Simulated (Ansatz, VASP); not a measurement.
Two plane-wave programs on Rb

Contents of INCAR:

```
PREC     = Accurate       # precision mode
ENCUT    = 520            # plane-wave cutoff, eV
EDIFF    = 1E-7           # SCF threshold, eV
ISMEAR   = 0              # smearing method
SIGMA    = 0.1            # smearing width, eV
LREAL    = False          # projectors in reciprocal space
LASPH    = True           # aspherical terms in the spheres
NELM     = 80             # most SCF steps
ALGO     = Normal         # electronic algorithm
ISIF     = 2              # what is computed and relaxed
LWAVE    = False          # write WAVECAR
LCHARG   = False          # write CHGCAR
GGA      = PE             # functional
NBANDS   = 10             # bands
```

The input KPOINTS:

```
Automatic mesh
0
Gamma
  10 10 10
```

File POSCAR:

```
Rb
1.0
   -2.7504692600      2.7504692600      2.7504692600
    2.7504692600     -2.7504692600      2.7504692600
    2.7504692600      2.7504692600     -2.7504692600
Rb
1
Direct
    0.0000000000      0.0000000000      0.0000000000
```

Input for Ansatz:

```yaml
crystal:
  lattice:
    - [-2.75046926, 2.75046926, 2.75046926]
    - [2.75046926, -2.75046926, 2.75046926]
    - [2.75046926, 2.75046926, -2.75046926]
  atoms:
    - { symbol: Rb, position: [0.0, 0.0, 0.0] }
basis:
  ecutwfc: 420
kpoints:
  mp_grid: { grid: [10, 10, 10] }
hamiltonian:
  xc: pbe
scf:
  occupations: { method: gaussian, width: 0.1 }
output:
  forces: true
  stress: true
  eigenvalues: true
```

Alike in both runs: task single point; functional PBE; k mesh 10 × 10 × 10; occupations gaussian, width 0.1 eV; no spin polarisation.

```csv
,VASP,Ansatz
version,VASP 6.6.1,Ansatz 0.2.0
potentials or method,"VASP PAW PBE potentials, release 64 (Rb_sv), cutoff 520 eV","scalar-relativistic, plane waves, PAW"
valence electrons in the cell,9,9
```

|  | VASP | Ansatz | Ansatz less VASP |
| --- | --- | --- | --- |
| gap on the k mesh at the Fermi level (eV) | none | none | - |
| pressure (GPa) | 0.3 | 0.3 | 0.00 |

A gap of «none» marks a metal or a gap that the smearing closes.
